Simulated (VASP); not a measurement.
HoAuF4:

```xyz
6
Lattice="5.2443 0.0000 0.0000 -2.6221 4.5417 0.0000 0.0000 0.0000 4.0236" Properties=species:S:1:pos:R:3 pbc="T T T"
Ho    0.0000    0.0000    0.0000
Au    2.6221    1.5139    0.0000
F     0.0000    3.0278    0.0000
F     1.2843    3.7693    2.0118
F    -1.2843    3.7693    2.0118
F     0.0000    1.5448    2.0118
```

The cell was generated, and may not be a known phase.

```yaml
Program: VASP 6.6.1
Task: relaxation of cell and atoms
Functional: PBE
Potentials_or_basis: VASP PAW PBE potentials, release 64 (Ho_3, Au, F), 4f in core
Cutoff: 600 eV
k_mesh: 3 × 3 × 3
Occupations: gaussian, width 0.15 eV
Spin: no spin polarisation
```

At the start: pressure -10.4 GPa; volume 15.97 Å³/atom.

Q: How do energy, volume and symmetry change on relaxing?

A: Over 14 steps the energy falls by 335.7 meV/atom and the volume is 17.20 Å³/atom (+7.7 %); space group P-6m2 (No. 187, to 0.1 Å) before and after.

Step by step:
```
step  energy change (eV)  largest force (eV/Å)  pressure (GPa)  volume (Å³)
   1              0.0000                2.1094          -10.43        95.83
   2             -1.3768                0.7818            2.00        81.95
   3             -1.3986                0.4946            4.68        80.40
   4             -1.6160                0.1193            3.71        83.52
   5             -1.8234                0.6030            3.96        89.66
   6             -1.8428                0.9619            4.78        92.58
   7             -1.9720                0.1166           -1.07       100.59
   8             -1.9725                0.0578           -0.76       100.10
   9             -1.9899                0.1305           -0.51       100.66
  10             -2.0023                0.2414           -0.11       101.53
  11             -2.0025                0.2560           -0.05       101.64
  12             -2.0088                0.0445            0.74       101.78
  13             -2.0089                0.0108            0.86       101.80
  14             -2.0142                0.0177            0.40       103.21
```

Final structure:
```
Ho Au F
1.0
     6.05319    0.00000    0.00000
    -3.02659    5.24221    0.00000
     0.00000    0.00000    3.25264
Ho Au F
1 1 4
Direct
  0.00000 0.00000 0.00000
  0.66667 0.33333 0.00000
  0.33333 0.66667 0.00000
  0.71976 0.85988 0.50000
  0.14012 0.85988 0.50000
  0.14012 0.28024 0.50000
```

Caveat: the k points lie up to 0.64 Å⁻¹ apart in the final cell; a cell axis changed by over 15 % at a fixed basis, so the end point is rough.
